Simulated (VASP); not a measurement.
# As (P6_3/mmc) in VASP: notebook

Runs on As. Level: r2SCAN. Tasks: single point, relaxation of cell and atoms.

Program: VASP 6.6.1. These are calculated values, not measurements. Logs are shortened: lines on timing, memory, paths and dates and some standing lists are left out, and cuts for length are marked.

### Step 1. The cell of the first run

It takes space group P6_3/mmc (No. 194, hexagonal). Conventional cell: a = 3.130 Å, b = 3.130 Å, c = 5.081 Å, α = 90.00°, β = 90.00°, γ = 120.00°. Within 4.1 Å of As (site symmetry -6m2) lie 12 As at 3.12 to 3.13 Å.

### Step 2. Single point, r2SCAN

POSCAR

```
As
1.0
    3.1304444090      0.0000000000      0.0000000000
   -1.5652222045      2.7110443833      0.0000000000
    0.0000000000      0.0000000000      5.0808770626
As
2
Direct
    0.3333333333      0.6666666667      0.2500000000
    0.6666666667      0.3333333333      0.7500000000
```

INCAR.step1

```
ALGO = Normal ; EDIFF = 1E-4
ENCUT = 520 ; GGA = PE
ISMEAR = 0 ; LASPH = True
LCHARG = False ; LREAL = False
LWAVE = True ; NBANDS = 12
NELM = 60 ; PREC = Accurate
SIGMA = 0.1
```

INCAR.step2

```
ALGO = Normal ; EDIFF = 1E-6
ENCUT = 520 ; ISIF = 2
ISMEAR = 0 ; ISTART = 1
LASPH = True ; LCHARG = False
LMIXTAU = True ; LREAL = False
LWAVE = False ; METAGGA = R2SCAN
NBANDS = 12 ; NELM = 60
PREC = Accurate ; SIGMA = 0.1
```

KPOINTS

```
k-points
0
Gamma
  6 6 4
```

Potentials or basis: VASP PAW PBE potentials, release 64 (As).

On the command line:

```
$ cat potpaw_PBE.64/As/POTCAR > POTCAR
$ cp INCAR.step1 INCAR
$ mpirun -np 1 vasp_std > vasp.out
$ cp INCAR.step2 INCAR
$ mpirun -np 1 vasp_std > vasp.out
```

OUTCAR:

```text
EDIFF = 1E-6
   ENCUT = 520
   ISIF = 2
   ISMEAR = 0
   ISTART = 1
   LASPH = True
   LREAL = False
   METAGGA = R2SCAN
   NELM = 60
   PREC = Accurate

 ion  position               nearest neighbor table
   1  0.333  0.667  0.250-
   2  0.667  0.333  0.750-

  LATTYP: Found a hexagonal cell.
 ALAT       =     3.1304444090
 C/A-ratio  =     1.6230529595

  Lattice vectors:

 A1 = (   3.1304444090,   0.0000000000,   0.0000000000)
 A2 = (  -1.5652222045,   2.7110443833,   0.0000000000)
 A3 = (   0.0000000000,   0.0000000000,   5.0808770626)

Analysis of symmetry for initial positions (statically):
=====================================================================
 Subroutine PRICEL returns:
 Original cell was already a primitive cell.

 Routine SETGRP: Setting up the symmetry group for a
 hexagonal supercell.

 Subroutine GETGRP returns: Found 24 space group operations
 (whereof 12 operations were pure point group operations)
 out of a pool of 24 trial point group operations.

The static configuration has the point symmetry D_3d.
 The point group associated with its full space group is D_6h.

Analysis of symmetry for dynamics (positions and initial velocities):
=====================================================================
 Subroutine PRICEL returns:
 Original cell was already a primitive cell.

 Routine SETGRP: Setting up the symmetry group for a
 hexagonal supercell.

 Subroutine GETGRP returns: Found 24 space group operations
 (whereof 12 operations were pure point group operations)
 out of a pool of 24 trial point group operations.

The dynamic configuration has the point symmetry D_3d.
 The point group associated with its full space group is D_6h.

 Subroutine INISYM returns: Found 24 space group operations
 (whereof 12 operations are pure point group operations),
 and found     1 'primitive' translations

----------------------------------------------------------------------------------------

                                     Primitive cell

  volume of cell :      43.1203

  direct lattice vectors                    reciprocal lattice vectors
     3.130444409  0.000000000  0.000000000     0.319443462  0.184430769  0.000000000
    -1.565222204  2.711044383  0.000000000     0.000000000  0.368861538  0.000000000
     0.000000000  0.000000000  5.080877063     0.000000000  0.000000000  0.196816413

  length of vectors
[... 86 lines left out ...]
   POTIM  = 0.5000    time-step for ionic-motion
   TEBEG  =    0.0;   TEEND  =   0.0 temperature during run
   PSTRESS=    0.0 pullay stress
   NELECT =      10.0000    total number of electrons
   NUPDOWN=      -1.0000    fix difference up-down
   EMIN   =  10.00;   EMAX   =-10.00  energy-range for DOS
   EFERMI =   0.00;   METHOD = LEGACY
   ISMEAR =     0;   SIGMA  =   0.10  broadening in eV -4-tet -1-fermi 0-gaus
   EFERMI_NEDOS =   21; number of points for ismear=-14 and -15
   IALGO  =     38    algorithm
   IMIX   =      4    mixing-type and parameters
     AMIX     =   0.40;   BMIX     =  1.00
     AMIX_MAG =   1.60;   BMIX_MAG =  1.00
  volume/ion in A,a.u.               =      21.56       145.49
  Fermi-wavevector in a.u.,A,eV,Ry     =   1.005806  1.900698 13.764286  1.011647
  Thomas-Fermi vector in A             =   2.138509
   LORBIT       =      0    0 simple, 1 ext, 2 COOP (PROOUT), +10 PAW based schemes
   METAGGA = R2SCAN    functional components
   LHFCALC =     F    Hartree Fock is set to
   AEXX    =    0.0000 exact exchange contribution
   IVDW    =     0    specifies the selected vdW correction
   LEPSILON=     F    determine dielectric tensor
   LRPA    =     F    only Hartree local field effects (RPA)
 non-spin polarized calculation
 Gauss-broadening in eV      SIGMA  =   0.10
  energy-cutoff  :      520.00
  volume of cell :       43.12
 maximum number of plane-waves:      1182
 NGX is ok and might be reduce to    24
   NGX = 11   NGY = 11   NGZ = 19

 number of electron      10.0000002 magnetization

 Free energy of the ion-electron system (eV)
  ---------------------------------------------------
  ext. energy  EPLUGINS =         0.00000000
  ---------------------------------------------------
  free energy    TOTEN  =       -27.98353879 eV

  energy without entropy =      -27.98011724  energy(sigma->0) =      -27.98182802

 E-fermi :   5.1807     XC(G=0): -10.7644

 val. band max:        5.1652757704   @ k =   0.5000  -0.0000   0.0000
 cond. band min:       5.2039377160   @ k =   0.1667  -0.0000   0.0000
 fundamental gap:      0.0386619456
 Fermi energy:         5.1806891195

 k-point     1 :       0.0000    0.0000    0.0000
  band No.  band energies     occupation
      1      -9.7453      2.00000
      2      -5.8038      2.00000
      3      -1.0968      2.00000
      4       8.4627      0.00000
      5       8.4627      0.00000
      6       9.9914      0.00000
      7       9.9914      0.00000
      8      10.2480      0.00000
      9      14.3555      0.00000
     10      16.9432      0.00000
     11      17.3295      0.00000
     12      17.3295      0.00000
[... 286 lines left out ...]
 k-point    21 :       0.3333    0.3333    0.5000
  band No.  band energies     occupation
      1      -4.5639      2.00000
      2      -4.5639      2.00000
      3       0.5267      2.00000
      4       0.5267      2.00000
      5       1.7048      2.00000
      6       1.7048      2.00000
      7       8.0504      0.00000
      8       8.0504      0.00000
      9      14.4528      0.00000
     10      14.4528      0.00000
     11      15.5963      0.00000
     12      15.5963      0.00000

------------------------ aborting loop because EDIFF is reached ----------------------------------------

  FORCE on cell =-STRESS in cart. coord.  units (eV):
  Direction    XX          YY          ZZ          XY          YZ          ZX
  --------------------------------------------------------------------------------------
  -------------------------------------------------------------------------------------
  Total       -2.8204918     -2.8204918     -1.2587386      0.0000000     -0.0000000      0.0000000
  in kB     -104.7982687   -104.7982687    -46.7697258      0.0000000     -0.0000000      0.0000000
  external PRESSURE =     -85.4554211 kB  Pullay stress =       0.0000000 kB

 VOLUME and BASIS-vectors are now :
 -----------------------------------------------------------------------------
  energy-cutoff  :      520.00
  volume of cell :       43.12
      direct lattice vectors                 reciprocal lattice vectors
     3.130444409  0.000000000  0.000000000     0.319443462  0.184430769  0.000000000
    -1.565222204  2.711044383  0.000000000     0.000000000  0.368861538  0.000000000
     0.000000000  0.000000000  5.080877063     0.000000000  0.000000000  0.196816413

 POSITION                                       TOTAL-FORCE (eV/Angst)
 -----------------------------------------------------------------------------------
     -0.00000      1.80736      1.27022         0.000000     -0.000000      0.000000
      1.56522      0.90368      3.81066        -0.000000      0.000000      0.000000
 -----------------------------------------------------------------------------------
    total drift:                               -0.000000      0.000000      0.000000

  FREE ENERGIE OF THE ION-ELECTRON SYSTEM (eV)
  ---------------------------------------------------
  free  energy   TOTEN  =       -27.9835387948 eV

  energy  without entropy=      -27.9801172413  energy(sigma->0) =      -27.98182802
```

OUTCAR.step1:

```text
EDIFF = 1E-4
   ENCUT = 520
   GGA = PE
   ISMEAR = 0
   LASPH = True
[... 533 lines left out ...]
 -----------------------------------------------------------------------------------
     -0.00000      1.80736      1.27022        -0.000000     -0.000000      0.000000
      1.56522      0.90368      3.81066         0.000000      0.000000      0.000000
 -----------------------------------------------------------------------------------
    total drift:                               -0.000000      0.000000      0.000000

  FREE ENERGIE OF THE ION-ELECTRON SYSTEM (eV)
  ---------------------------------------------------
  free  energy   TOTEN  =        -8.3431090713 eV

  energy  without entropy=       -8.3400810349  energy(sigma->0) =       -8.34159505
```

Wall time 14 s (1 thread of Intel Xeon 6975P-C (Granite Rapids), shared host); peak memory 0.16 GiB.

What came out:

```yaml
Free_energy: -27.9835 eV
Pressure: -8.5 GPa
Band_gap_on_the_k_mesh: zero (band 5 reaches 9.22 eV, above the bottom of band 6 at 1.70 eV)
```

Caveat: the k points lie up to 0.39 Å⁻¹ apart; the PAW data sets were made with another functional, which shifts forces and pressure a little.

[end of part 1 of 2]
